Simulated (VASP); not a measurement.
# Ga (P6/mmm) in VASP: a series of runs

Ga is run at these levels: LDA; tasks: single point.

Program: VASP 6.6.1. These are calculated values, not measurements. Logs are shortened: lines on timing, memory, paths and dates and some standing lists are left out, and cuts for length are marked.

## 1. The cell of the first run

It takes space group P6/mmm (No. 191, hexagonal). The conventional cell has a = 4.670 Å, b = 4.670 Å, c = 2.994 Å, α = 90.00°, β = 90.00°, γ = 120.00°. Ga (site symmetry 6/mmm) has 14 Ga at 2.99 to 3.08 Å within 3.9 Å. Within 3.6 Å of Ga (site symmetry -6m2) lie 11 Ga at 2.70 to 3.08 Å.

This isn't the form of Ga at room conditions, which is orthorhombic.

## 2. Single point, LDA (18.85 Å³/atom)

INCAR

```
ALGO = Normal ; EDIFF = 1E-6
ENCUT = 520 ; GGA = CA
ISIF = 2 ; ISMEAR = -1
LASPH = True ; LCHARG = True
LELF = True ; LREAL = False
LVHAR = True ; LWAVE = False
NBANDS = 26 ; NELM = 80
PREC = Accurate ; SIGMA = 0.1
```

KPOINTS

```
k-points
0
Gamma
  9 9 12
```

POSCAR

```
Ga
1.0
    4.6699550825      0.0000000000      0.0000000000
   -2.3349775413      4.0442997359      0.0000000000
    0.0000000000      0.0000000000      2.9942503225
Ga
3
Direct
    0.0000000000      0.0000000000      0.0000000000
    0.3333333333      0.6666666667      0.5000000000
    0.6666666667      0.3333333333      0.5000000000
```

Potentials or basis: VASP PAW LDA potentials, release 64 (Ga_d).

Command:

```
> cat potpaw_LDA.64/Ga_d/POTCAR > POTCAR
> mpirun -np 1 vasp_std > vasp.out
```

OUTCAR:

```text
EDIFF = 1E-6
   ENCUT = 520
   GGA = CA
   ISIF = 2
   ISMEAR = -1
   LASPH = True
   LREAL = False
   NELM = 80
   PREC = Accurate

 ion  position               nearest neighbor table
   1  0.000  0.000  0.000-
   2  0.333  0.667  0.500-   3 2.70   3 2.70   3 2.70
   3  0.667  0.333  0.500-   2 2.70   2 2.70   2 2.70

  LATTYP: Found a hexagonal cell.
 ALAT       =     4.6699550825
 C/A-ratio  =     0.6411732596

  Lattice vectors:

 A1 = (   4.6699550825,   0.0000000000,   0.0000000000)
 A2 = (  -2.3349775413,   4.0442997359,   0.0000000000)
 A3 = (   0.0000000000,   0.0000000000,   2.9942503225)

Analysis of symmetry for initial positions (statically):
=====================================================================
 Subroutine PRICEL returns:
 Original cell was already a primitive cell.

 Routine SETGRP: Setting up the symmetry group for a
 hexagonal supercell.

 Subroutine GETGRP returns: Found 24 space group operations
 (whereof 24 operations were pure point group operations)
 out of a pool of 24 trial point group operations.

The static configuration has the point symmetry D_6h.

Analysis of symmetry for dynamics (positions and initial velocities):
=====================================================================
 Subroutine PRICEL returns:
 Original cell was already a primitive cell.

 Routine SETGRP: Setting up the symmetry group for a
 hexagonal supercell.

 Subroutine GETGRP returns: Found 24 space group operations
 (whereof 24 operations were pure point group operations)
 out of a pool of 24 trial point group operations.

The dynamic configuration has the point symmetry D_6h.

 Subroutine INISYM returns: Found 24 space group operations
 (whereof 24 operations are pure point group operations),
 and found     1 'primitive' translations

----------------------------------------------------------------------------------------

                                     Primitive cell

  volume of cell :      56.5515

  direct lattice vectors                    reciprocal lattice vectors
[... 74 lines left out ...]
   dimension x,y,z NGX =    36 NGY =   36 NGZ =   24
   dimension x,y,z NGXF=    72 NGYF=   72 NGZF=   48
   ions per type =               3
   NGX,Y,Z   is equivalent  to a cutoff of  12.82, 12.82, 13.33 a.u.
   NGXF,Y,Z  is equivalent  to a cutoff of  25.63, 25.63, 26.65 a.u.
 SYSTEM =  unknown system
   PREC   = accura    normal or accurate (medium, high low for compatibility)
   ISTART =      0    job   : 0-new  1-cont  2-samecut
   ICHARG =      2    charge: 1-file 2-atom 10-const
   ISPIN  =      1    spin polarized calculation?
   LNONCOLLINEAR =      F non collinear calculations
   LSORBIT =      F    spin-orbit coupling
   LASPH  =      T    aspherical Exc in radial PAW
   ENCUT  =  520.0 eV  38.22 Ry    6.18 a.u.   8.68  8.68  5.57*2*pi/ulx,y,z
   NELM   =     80;   NELMIN=  2; NELMDL= -5     # of ELM steps
   EDIFF  = 0.1E-05   stopping-criterion for ELM
   LREAL  =      F    real-space projection
   EDIFFG = 0.1E-04   stopping-criterion for IOM
   NSW    =      0    number of steps for IOM
   IBRION =     -1    ionic relax: 0-MD 1-quasi-New 2-CG
   NFREE  =      0    steps in history (QN), initial steepest desc. (CG)
   ISIF   =      2    stress and relaxation
   ISYM   =      2    0-nonsym 1-usesym 2-fastsym
   POTIM  = 0.5000    time-step for ionic-motion
   TEBEG  =    0.0;   TEEND  =   0.0 temperature during run
   PSTRESS=    0.0 pullay stress
   NELECT =      39.0000    total number of electrons
   NUPDOWN=      -1.0000    fix difference up-down
   EMIN   =  10.00;   EMAX   =-10.00  energy-range for DOS
   EFERMI =   0.00;   METHOD = LEGACY
   ISMEAR =    -1;   SIGMA  =   0.10  broadening in eV -4-tet -1-fermi 0-gaus
   EFERMI_NEDOS =   21; number of points for ismear=-14 and -15
   IALGO  =     38    algorithm
   IMIX   =      4    mixing-type and parameters
     AMIX     =   0.40;   BMIX     =  1.00
     AMIX_MAG =   1.60;   BMIX_MAG =  1.00
  volume/ion in A,a.u.               =      18.85       127.21
  Fermi-wavevector in a.u.,A,eV,Ry     =   1.446377  2.733257 28.463494  2.092008
  Thomas-Fermi vector in A             =   2.564453
   LORBIT       =      0    0 simple, 1 ext, 2 COOP (PROOUT), +10 PAW based schemes
   GGA     = CA    functional components
   LHFCALC =     F    Hartree Fock is set to
   AEXX    =    0.0000 exact exchange contribution
   IVDW    =     0    specifies the selected vdW correction
   LEPSILON=     F    determine dielectric tensor
   LRPA    =     F    only Hartree local field effects (RPA)
 non-spin polarized calculation
  energy-cutoff  :      520.00
  volume of cell :       56.55
 maximum number of plane-waves:      1541
 NGX is ok and might be reduce to    36
   NGX = 17   NGY = 17   NGZ = 11

 number of electron      39.0000002 magnetization

 Free energy of the ion-electron system (eV)
  ---------------------------------------------------
  ext. energy  EPLUGINS =         0.00000000
  ---------------------------------------------------
  free energy    TOTEN  =       -10.54508757 eV

  energy without entropy =      -10.49369253  energy(sigma->0) =      -10.51939005

 E-fermi :   5.2626     XC(G=0): -11.3244

 val. band max:        5.2561965873   @ k =   0.2222   0.0000   0.4167
 cond. band min:       5.2634334464   @ k =   0.3333   0.2222   0.1667
 fundamental gap:      0.0072368590
 Fermi energy:         5.2625585493

 k-point     1 :       0.0000    0.0000    0.0000
  band No.  band energies     occupation
      1      -9.8732      2.00000
      2      -9.7035      2.00000
      3      -9.7035      2.00000
      4      -9.6735      2.00000
      5      -9.6671      2.00000
      6      -9.6352      2.00000
[... 685 lines left out ...]
     25      14.3711      0.00000
     26      14.3714      0.00000

 [... further k-points ...]
[... 5 lines left out ...]
  --------------------------------------------------------------------------------------
  -------------------------------------------------------------------------------------
  Total       -1.3793492     -1.3793492     -1.4009268      0.0000000      0.0000000      0.0000000
  in kB      -39.0787489    -39.0787489    -39.6900708      0.0000000      0.0000000      0.0000000
  external PRESSURE =     -39.2825229 kB  Pullay stress =       0.0000000 kB

 VOLUME and BASIS-vectors are now :
 -----------------------------------------------------------------------------
  energy-cutoff  :      520.00
  volume of cell :       56.55
      direct lattice vectors                 reciprocal lattice vectors
     4.669955082  0.000000000  0.000000000     0.214134822  0.123630797  0.000000000
    -2.334977541  4.044299736  0.000000000     0.000000000  0.247261594  0.000000000
     0.000000000  0.000000000  2.994250323     0.000000000  0.000000000  0.333973413

 POSITION                                       TOTAL-FORCE (eV/Angst)
 -----------------------------------------------------------------------------------
      0.00000      0.00000      0.00000         0.000000      0.000000      0.000000
     -0.00000      2.69620      1.49713        -0.000000      0.000000     -0.000000
      2.33498      1.34810      1.49713         0.000000     -0.000000      0.000000
 -----------------------------------------------------------------------------------
    total drift:                                0.000000      0.000000     -0.000000

  FREE ENERGIE OF THE ION-ELECTRON SYSTEM (eV)
  ---------------------------------------------------
  free  energy   TOTEN  =       -10.5450875734 eV

  energy  without entropy=      -10.4936925298  energy(sigma->0) =      -10.51939005
```

stdout:

```text
POSCAR found type information on POSCAR Ga
 POSCAR found :  1 types and       3 ions
 scaLAPACK will be used
 LDA part: xc-table for (Slater(with rela. corr.)+CA(PZ))
 , standard interpolation
 POSCAR, INCAR and KPOINTS ok, starting setup
 FFT: planning ... GRIDC
 FFT: planning ... GRID_SOFT
 FFT: planning ... GRID
 WAVECAR not read
 entering main loop
```

Wall time 99 s (1 thread of Intel Xeon 8259CL, shared host); peak memory 0.22 GiB.

Results:

```yaml
Free_energy: -10.5451 eV
Pressure: -3.9 GPa
Band_gap_on_the_k_mesh: zero (an odd number of electrons rules out a gap without spin polarisation)
```

Caveat: the cell stands under tension.

(Continued in part 2 of 2.)
